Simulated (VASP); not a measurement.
Crystal: Sr2TeO.

```
O Sr Te
1.0
     4.35631    0.00000    0.00000
     0.00000    4.35631    0.00000
     0.00000    0.00000    6.17239
O Sr Te
1 2 1
Direct
  0.00000 0.00000 0.00000
  0.00000 0.00000 0.50000
  0.50000 0.50000 0.00000
  0.50000 0.50000 0.50000
```

Base run:

```yaml
Program: VASP 6.6.1
Functional: PBE
Potentials_or_basis: VASP PAW PBE potentials, release 64 (O, Sr_sv, Te)
Cutoff: 520 eV
k_mesh: 4 × 4 × 4
Occupations: gaussian, width 0.01 eV
Spin: no spin polarisation
```

Its results: band gap on the k mesh 1.45 eV, direct; pressure 0.7 GPa.

Task: The run is repeated on the same cell with these changes: functional from PBE to r2SCAN. What comes out?

Result: Band gap on the k mesh 1.82 eV, direct; pressure 0.2 GPa.

r2SCAN gives the wider gap, since meta-GGAs in the generalised Kohn-Sham scheme recover part of the derivative discontinuity.

Caveats: spin-orbit coupling is left out, which moves the levels of the heavy elements; the PAW data sets were made with another functional, which shifts forces and pressure a little (some runs).

A k mesh can miss the band edges.
